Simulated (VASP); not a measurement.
## Bi: single point with LDA

Crystal: Bi.

```xyz
1
Lattice="3.1962 0.0000 0.0000 0.0000 3.1962 0.0000 0.0000 0.0000 3.1962" Properties=species:S:1:pos:R:3 pbc="T T T"
Bi    0.0000    0.0000    0.0000
```

- Program: VASP 6.6.1
- Task: single point
- Functional: LDA
- Potentials or basis: VASP PAW LDA potentials, release 64 (Bi_d)
- Cutoff: 520 eV
- k mesh: 10 × 10 × 10
- Occupations: fermi-dirac, width 0.136057 eV
- Spin: no spin polarisation

```yaml
Pressure: 0.1 GPa
```

Levels at points of the mesh, in eV from the Fermi level:
| k point | band 5 | band 6 | band 7 | band 8 | band 9 | band 10 |
| --- | --- | --- | --- | --- | --- | --- |
| (0.00, 0.00, 0.00) | -22.55 | -13.42 | 3.29 | 3.29 | 3.29 | 6.68 |
| (0.50, 0.00, 0.00) | -22.54 | -11.36 | -5.23 | 5.31 | 5.31 | 9.87 |
| (0.50, 0.50, 0.00) | -22.41 | -9.31 | -3.26 | -3.26 | 2.70 | 7.45 |
| (0.50, 0.50, 0.50) | -22.41 | -7.22 | -1.40 | -1.40 | -1.40 | 5.47 |

It took 7.2 s on 1 thread of Intel Xeon 6975P-C (shared host), peak memory 0.14 GiB.

Caveat: spin-orbit coupling is left out, which moves the levels of the heavy elements.
